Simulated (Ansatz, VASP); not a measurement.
# One calculation of Au, two programs

INCAR

```
PREC = Accurate ; ENCUT = 520
EDIFF = 1E-6 ; ISMEAR = -1
SIGMA = 0.08 ; LREAL = False
LASPH = True ; NELM = 100
ALGO = Normal ; ISIF = 2
LWAVE = False ; LCHARG = True
GGA = PS ; LELF = True
LVHAR = True ; NBANDS = 12
```

Contents of KPOINTS:

```
Automatic mesh
0
Gamma
  14 14 14
```

The input POSCAR:

```
Au
1.0
    2.3920511515      0.0000000000      0.0000000000
    0.0000000000      2.3920511515      0.0000000000
    0.0000000000      0.0000000000      2.3920511515
Au
1
Direct
    0.0000000000      0.0000000000      0.0000000000
```

Input for Ansatz:

```yaml
crystal:
  lattice:
    - [2.3920511515, 0.0, 0.0]
    - [0.0, 2.3920511515, 0.0]
    - [0.0, 0.0, 2.3920511515]
  atoms:
    - { symbol: Au, position: [0.0, 0.0, 0.0] }
kpoints:
  mp_grid: { grid: [14, 14, 14] }
scf:
  occupations: { method: fermi_dirac, width: 0.08 }
hamiltonian:
  xc: pbesol
  pseudopotentials: { kind: paw }
output:
  forces: true
  stress: true
  eigenvalues: true
  populations: true
```

Change from the starting cell: volume scaled by 0.7, PAW files.

Alike in both runs: task single point; functional PBEsol; k mesh 14 × 14 × 14; occupations fermi-dirac, width 0.08 eV; no spin polarisation.

|  | VASP | Ansatz |
| --- | --- | --- |
| version | VASP 6.6.1 | Ansatz 0.2.0 |
| potentials or method | VASP PAW PBE potentials, release 64 (Au) | PAW with Ansatz's default frozen-core files, scalar-relativistic |
| plane-wave cutoff (eV) | 520 | 420 |
| valence electrons in the cell | 11 | 19 |

|  | VASP | Ansatz | Ansatz less VASP |
| --- | --- | --- | --- |
| pressure (GPa) | 126.1 | 126.4 | +0.30 |

VASP's potentials were made for PBE, not for PBEsol. Both programs put the cell under a high pressure, so it lies far from rest at this level. With one functional, cell and mesh, what is left measures potentials, basis and numerics. VASP's potentials hold 11 valence electrons a cell and Ansatz's 19, so a difference there can come from the potentials and not from the codes.

Neither program's run includes spin-orbit coupling. Noted on VASP's run: the cell as given lies far from equilibrium.
